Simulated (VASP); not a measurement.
# Rb3Na (P1) in VASP: single point with LDA

Aim: the single point of Rb3Na with LDA.

Program: VASP 6.6.1. These are calculated values, not measurements. Logs are shortened: lines on timing, memory, paths and dates and some standing lists are left out, and cuts for length are marked.

**1. The cell of the first run**

The typed cell holds 4 atoms: a = 6.886 Å, b = 6.776 Å, c = 6.788 Å, α = 86.99°, β = 91.33°, γ = 90.37°.

**2. Single point, LDA**

Input file INCAR:

```
SYSTEM = Rb3Na
PREC = Accurate
ENCUT = 520
EDIFF = 1E-6
ISMEAR = -1
SIGMA = 0.1
LREAL = .False.
LASPH = .True.
NELM = 100
ALGO = Normal
ISIF = 2
LWAVE = .False.
LCHARG = .False.
GGA = CA
NBANDS = 25
```

Input file KPOINTS:

```
Automatic mesh
0
Gamma
  2 2 2
  0.5 0.5 0.5
```

Input file POSCAR:

```
Rb3Na
1.0
    6.8855700000     -0.0209500000     -0.0792400000
   -0.0209500000      6.7737000000      0.1779100000
   -0.0792400000      0.1779100000      6.7847600000
Rb Na
3 1
Direct
    0.0126300000      0.5091700000      0.4992700000
    0.4885100000      0.9931900000      0.4889400000
    0.5031200000      0.5008500000      0.0023500000
    0.9993200000      0.0015900000      0.0048800000
```

Potentials or basis: VASP PAW LDA potentials, release 64 (Rb_sv, Na_pv).

Run with:

```
$ cat potpaw_LDA.64/Rb_sv/POTCAR potpaw_LDA.64/Na_pv/POTCAR > POTCAR
$ mpirun -np 1 vasp_std > vasp.out
```

OUTCAR:

```text
SYSTEM = Rb3Na
   PREC = Accurate
   ENCUT = 520
   EDIFF = 1E-6
   ISMEAR = -1
   LREAL = .False.
   LASPH = .True.
   NELM = 100
   ISIF = 2
   GGA = CA

 ion  position               nearest neighbor table
   1  0.013  0.509  0.499-   2 4.62   3 4.75   2 4.81   3 4.81   3 4.83   2 4.89   3 4.95   2 5.01

   2  0.489  0.993  0.489-   1 4.62   3 4.64   3 4.70   1 4.81   3 4.82   1 4.89   1 5.01   3 5.02

   3  0.503  0.501  0.002-   2 4.64   2 4.70   1 4.75   1 4.81   2 4.82   1 4.83   1 4.95   2 5.02

   4  0.999  0.002  0.005-

  LATTYP: Found a triclinic cell.
 ALAT       =     6.7760683704
 B/A-ratio  =     1.3777696759
 C/A-ratio  =     1.7552318916
 COS(alpha) =     0.0056819775
 COS(beta)  =     0.5959511634
 COS(gamma) =     0.6876534471

  Lattice vectors:

 A1 = (   0.0209500000,  -6.7737000000,  -0.1779100000)
 A2 = (  -0.0582900000,  -6.5957900000,   6.6068500000)
 A3 = (  -6.7853800000,  -6.9306600000,  -6.8834300000)

Analysis of symmetry for initial positions (statically):
=====================================================================
 Subroutine PRICEL returns:
 Original cell was already a primitive cell.

 Routine SETGRP: Setting up the symmetry group for a
 triclinic supercell.

 Subroutine GETGRP returns: Found  1 space group operations
 (whereof  1 operations were pure point group operations)
 out of a pool of  2 trial point group operations.

The static configuration has the point symmetry C_1 .

Analysis of symmetry for dynamics (positions and initial velocities):
=====================================================================
 Subroutine PRICEL returns:
 Original cell was already a primitive cell.

 Routine SETGRP: Setting up the symmetry group for a
 triclinic supercell.

 Subroutine GETGRP returns: Found  1 space group operations
 (whereof  1 operations were pure point group operations)
 out of a pool of  2 trial point group operations.

The dynamic configuration has the point symmetry C_1 .

 Subroutine INISYM returns: Found  1 space group operations
 (whereof  1 operations are pure point group operations),
 and found     1 'primitive' translations

----------------------------------------------------------------------------------------

                                     Primitive cell

  volume of cell :     316.1837

  direct lattice vectors                    reciprocal lattice vectors
     6.885570000 -0.020950000 -0.079240000     0.145251891  0.000404964  0.001685795
    -0.020950000  6.773700000  0.177910000     0.000404964  0.147732678 -0.003869117
    -0.079240000  0.177910000  6.784760000     0.001685795 -0.003869117  0.147510293

  length of vectors
     6.886057806  6.776068370  6.787554729     0.145262238  0.147783890  0.147570656

  position of ions in fractional coordinates (direct lattice)
     0.012630000  0.509170000  0.499270000
     0.488510000  0.993190000  0.488940000
     0.503120000  0.500850000  0.002350000
     0.999320000  0.001590000  0.004880000

  ion indices of the primitive-cell ions
   primitive index   ion index
                 1           1
                 2           2
                 3           3
                 4           4

----------------------------------------------------------------------------------------

 KPOINTS: Automatic mesh

Automatic generation of k-mesh.
 Grid dimensions read from file:
 generate k-points for:    2    2    2

 Generating k-lattice:

  Cartesian coordinates                     Fractional coordinates (reciprocal lattice)
     0.072625946  0.000202482  0.000842897     0.500000000 -0.000000000  0.000000000
     0.000202482  0.073866339 -0.001934559    -0.000000000  0.500000000  0.000000000
     0.000842897 -0.001934559  0.073755147     0.000000000  0.000000000  0.500000000

  Length of vectors
     0.072631119  0.073891945  0.073785328

  Shift w.r.t. Gamma in fractional coordinates (k-lattice)
     0.500000000  0.500000000  0.500000000

 Subroutine IBZKPT returns following result:
 ===========================================

 Found      4 irreducible k-points:

 Following reciprocal coordinates:
            Coordinates               Weight
  0.250000  0.250000  0.250000      2.000000
 -0.250000  0.250000  0.250000      2.000000
  0.250000 -0.250000  0.250000      2.000000
 -0.250000 -0.250000  0.250000      2.000000
   k-points           NKPTS =      4   k-points in BZ     NKDIM =      4   number of bands    NBANDS=     25
   number of dos      NEDOS =    301   number of ions     NIONS =      4
   total plane-waves  NPLWV = 135000
   dimension x,y,z NGX =    54 NGY =   50 NGZ =   50
   dimension x,y,z NGXF=   108 NGYF=  100 NGZF=  100
   ions per type =               3   1
   NGX,Y,Z   is equivalent  to a cutoff of  13.04, 12.27, 12.25 a.u.
   NGXF,Y,Z  is equivalent  to a cutoff of  26.07, 24.53, 24.49 a.u.
 SYSTEM =  Rb3Na
   PREC   = accura    normal or accurate (medium, high low for compatibility)
   ISTART =      0    job   : 0-new  1-cont  2-samecut
   ICHARG =      2    charge: 1-file 2-atom 10-const
   ISPIN  =      1    spin polarized calculation?
   LNONCOLLINEAR =      F non collinear calculations
   LSORBIT =      F    spin-orbit coupling
   LASPH  =      T    aspherical Exc in radial PAW
   ENCUT  =  520.0 eV  38.22 Ry    6.18 a.u.  12.80 12.60 12.62*2*pi/ulx,y,z
   NELM   =    100;   NELMIN=  2; NELMDL= -5     # of ELM steps
   EDIFF  = 0.1E-05   stopping-criterion for ELM
   LREAL  =      F    real-space projection
   EDIFFG = 0.1E-04   stopping-criterion for IOM
   NSW    =      0    number of steps for IOM
   IBRION =     -1    ionic relax: 0-MD 1-quasi-New 2-CG
   NFREE  =      0    steps in history (QN), initial steepest desc. (CG)
   ISIF   =      2    stress and relaxation
   ISYM   =      2    0-nonsym 1-usesym 2-fastsym
   POTIM  = 0.5000    time-step for ionic-motion
   TEBEG  =    0.0;   TEEND  =   0.0 temperature during run
   PSTRESS=    0.0 pullay stress
   NELECT =      34.0000    total number of electrons
   NUPDOWN=      -1.0000    fix difference up-down
   EMIN   =  10.00;   EMAX   =-10.00  energy-range for DOS
   EFERMI =   0.00;   METHOD = LEGACY
   ISMEAR =    -1;   SIGMA  =   0.10  broadening in eV -4-tet -1-fermi 0-gaus
   EFERMI_NEDOS =   21; number of points for ismear=-14 and -15
   IALGO  =     38    algorithm
   IMIX   =      4    mixing-type and parameters
     AMIX     =   0.40;   BMIX     =  1.00
     AMIX_MAG =   1.60;   BMIX_MAG =  1.00
  volume/ion in A,a.u.               =      79.05       533.43
  Fermi-wavevector in a.u.,A,eV,Ry     =   0.778493  1.471138  8.245827  0.606051
  Thomas-Fermi vector in A             =   1.881400
   LORBIT       =      0    0 simple, 1 ext, 2 COOP (PROOUT), +10 PAW based schemes
   GGA     = CA    functional components
   LHFCALC =     F    Hartree Fock is set to
   AEXX    =    0.0000 exact exchange contribution
   IVDW    =     0    specifies the selected vdW correction
   LEPSILON=     F    determine dielectric tensor
   LRPA    =     F    only Hartree local field effects (RPA)
 non-spin polarized calculation
  energy-cutoff  :      520.00
  volume of cell :      316.18
 maximum number of plane-waves:      8521
 NGX is ok and might be reduce to    54
   NGX = 25   NGY = 25   NGZ = 25

 number of electron      34.0000001 magnetization

 Free energy of the ion-electron system (eV)
  ---------------------------------------------------
  ext. energy  EPLUGINS =         0.00000000
  ---------------------------------------------------
  free energy    TOTEN  =        -4.02103927 eV

  energy without entropy =       -3.75675959  energy(sigma->0) =       -3.88889943

 E-fermi :  -0.0728     XC(G=0):  -5.7641

 val. band max:       -0.1438065456   @ k =  -0.2500   0.2500   0.2500
 cond. band min:       0.0640301719   @ k =   0.2500  -0.2500   0.2500
 fundamental gap:      0.2078367175
 Fermi energy:        -0.0727672251

 k-point     1 :       0.2500    0.2500    0.2500
  band No.  band energies     occupation
      1     -29.0272      2.00000
      2     -29.0137      2.00000
      3     -29.0100      2.00000
      4     -25.3066      2.00000
      5     -25.3062      2.00000
      6     -25.3052      2.00000
[... 17 lines left out ...]
     24       2.3844      0.00000
     25       2.4094      0.00000

 k-point     2 :      -0.2500    0.2500    0.2500
  band No.  band energies     occupation
      1     -29.0273      2.00000
      2     -29.0136      2.00000
      3     -29.0100      2.00000
      4     -25.3066      2.00000
      5     -25.3062      2.00000
      6     -25.3052      2.00000
[... 17 lines left out ...]
     24       2.3456      0.00000
     25       2.3840      0.00000

 k-point     3 :       0.2500   -0.2500    0.2500
  band No.  band energies     occupation
      1     -29.0273      2.00000
      2     -29.0128      2.00000
      3     -29.0110      2.00000
      4     -25.3066      2.00000
      5     -25.3062      2.00000
      6     -25.3052      2.00000
[... 17 lines left out ...]
     24       2.4168      0.00000
     25       2.4765      0.00000

 k-point     4 :      -0.2500   -0.2500    0.2500
  band No.  band energies     occupation
      1     -29.0273      2.00000
      2     -29.0127      2.00000
      3     -29.0110      2.00000
      4     -25.3066      2.00000
      5     -25.3062      2.00000
      6     -25.3052      2.00000
[... 17 lines left out ...]
     24       2.3905      0.00000
     25       2.4634      0.00000

------------------------ aborting loop because EDIFF is reached ----------------------------------------

  FORCE on cell =-STRESS in cart. coord.  units (eV):
  Direction    XX          YY          ZZ          XY          YZ          ZX
  --------------------------------------------------------------------------------------
  -------------------------------------------------------------------------------------
  Total       -0.6622691     -0.9812971     -0.9648691     -0.0046041      0.0932840     -0.0464701
  in kB       -3.3558741     -4.9724640     -4.8892197     -0.0233301      0.4726920     -0.2354751
  external PRESSURE =      -4.4058526 kB  Pullay stress =       0.0000000 kB

 VOLUME and BASIS-vectors are now :
 -----------------------------------------------------------------------------
  energy-cutoff  :      520.00
  volume of cell :      316.18
      direct lattice vectors                 reciprocal lattice vectors
     6.885570000 -0.020950000 -0.079240000     0.145251891  0.000404964  0.001685795
    -0.020950000  6.773700000  0.177910000     0.000404964  0.147732678 -0.003869117
    -0.079240000  0.177910000  6.784760000     0.001685795 -0.003869117  0.147510293

 POSITION                                       TOTAL-FORCE (eV/Angst)
 -----------------------------------------------------------------------------------
      0.03674      3.53753      3.47701        -0.048623     -0.025941      0.005338
      3.30412      6.80432      3.45533         0.036880      0.031010      0.019886
      3.45359      3.38249      0.06518         0.013316     -0.007466     -0.018628
      6.88047     -0.00930     -0.04579        -0.001573      0.002396     -0.006596
 -----------------------------------------------------------------------------------
    total drift:                                0.000130      0.000078      0.000025

  FREE ENERGIE OF THE ION-ELECTRON SYSTEM (eV)
  ---------------------------------------------------
  free  energy   TOTEN  =        -4.0210392699 eV

  energy  without entropy=       -3.7567595908  energy(sigma->0) =       -3.88889943
```

Run time: 16 s. Hardware: 1 thread of Intel Xeon Platinum 8488C (Sapphire Rapids), shared host; peak memory 0.26 GiB.

What came out:

| Quantity | Value |
| --- | --- |
| Free energy | -4.0210 eV |
| Pressure | -0.4 GPa |
| Largest force | 0.055 eV/Å |
| Band gap on the k mesh | 0.21 eV, indirect (least direct gap 0.27 eV) |

Forces on the atoms (eV/Å):
```
Rb  -0.049 -0.026  0.005
Rb   0.037  0.031  0.020
Rb   0.013 -0.007 -0.019
Na  -0.002  0.002 -0.007
```

Levels at points of the mesh, in eV from the valence-band top:
```
           k point  band 14  band 15  band 16  band 17  band 18  band 19  band 20  band 21
(0.25, 0.25, 0.25)   -12.98   -12.96    -1.51    -0.03     0.25     0.33     1.17     1.54
```

A k mesh can miss the band edges.
